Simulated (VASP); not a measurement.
Input of a VASP 6.6.1 run:

The input INCAR:

```
PREC = Accurate ; ENCUT = 520
EDIFF = 1E-6 ; ISMEAR = -1
SIGMA = 0.1 ; LREAL = F
LASPH = T ; NELM = 100
ALGO = Normal ; ISIF = 2
LWAVE = F ; LCHARG = F
NBANDS = 19
```

KPOINTS

```
Automatic mesh
0
Gamma
  23 23 11
```

The input POSCAR:

```
Zn
1.0
    2.6377817015      0.0000000000      0.0000000000
   -1.3188908508      2.2843859632      0.0000000000
    0.0000000000      0.0000000000      4.8592634806
Zn
2
Direct
    0.3333333333      0.6666666667      0.2500000000
    0.6666666667      0.3333333333      0.7500000000
```

Potentials or basis: VASP PAW LDA potentials, release 64 (Zn).

The run is started by

```bash
$ cat potpaw_LDA.64/Zn/POTCAR > POTCAR
$ mpirun -np 1 vasp_std > vasp.out
```

Problem. Estimate the band gap on the k mesh.

Solution. Zero (band 12 reaches 4.83 eV, above the bottom of band 13 at 0.18 eV).

Problem. Estimate the pressure.

Solution. -6.1 GPa.

Stress tensor (GPa, compression positive):
```
-6.82  0.00  0.00
 0.00 -6.82  0.00
 0.00  0.00 -4.59
```
